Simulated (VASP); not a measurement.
Here is a VASP 6.6.1 calculation.

The input INCAR:

```
SYSTEM = Cu
  PREC = Accurate
  ENCUT = 520
  EDIFF = 1E-6
  ISMEAR = 0
  SIGMA = 0.1
  LREAL = .False.
  LASPH = .True.
  NELM = 100
  ALGO = Fast
  ISIF = 2
  LWAVE = .False.
  LCHARG = .False.
  LDIPOL = .True.
  IDIPOL = 3
  DIPOL = 0.5 0.5 0.500
  GGA = PS
  IBRION = 2
  NSW = 80
  EDIFFG = -0.02
```

The input KPOINTS:

```
Automatic mesh
0
Gamma
  15 15 1
  0 0 0
```

POSCAR

```
Cu
1.0
    2.5196845643      0.0000000000      0.0000000000
   -1.2598422821      2.1821108422      0.0000000000
    0.0000000000      0.0000000000     27.3438829904
Cu
7
Direct
    0.6666666667      0.3333333333      0.2742843803
    0.3333333333      0.6666666667      0.3495229202
    0.0000000000      0.0000000000      0.4247614601
    0.6666666667      0.3333333333      0.5000000000
    0.3333333333      0.6666666667      0.5752385399
    0.0000000000      0.0000000000      0.6504770798
    0.6666666667      0.3333333333      0.7257156197
```

Potentials or basis: VASP PAW PBE potentials, release 64 (Cu).

Run with:

```console
$ cat potpaw_PBE.64/Cu/POTCAR > POTCAR
$ mpirun -np 1 vasp_std > vasp.out
```

(1) Predict the band gap on the k mesh.

(2) What does it give for the energy gained by relaxing?

Answers

(1) zero (an odd number of electrons rules out a gap without spin polarisation).

(2) 0.2 meV/atom.
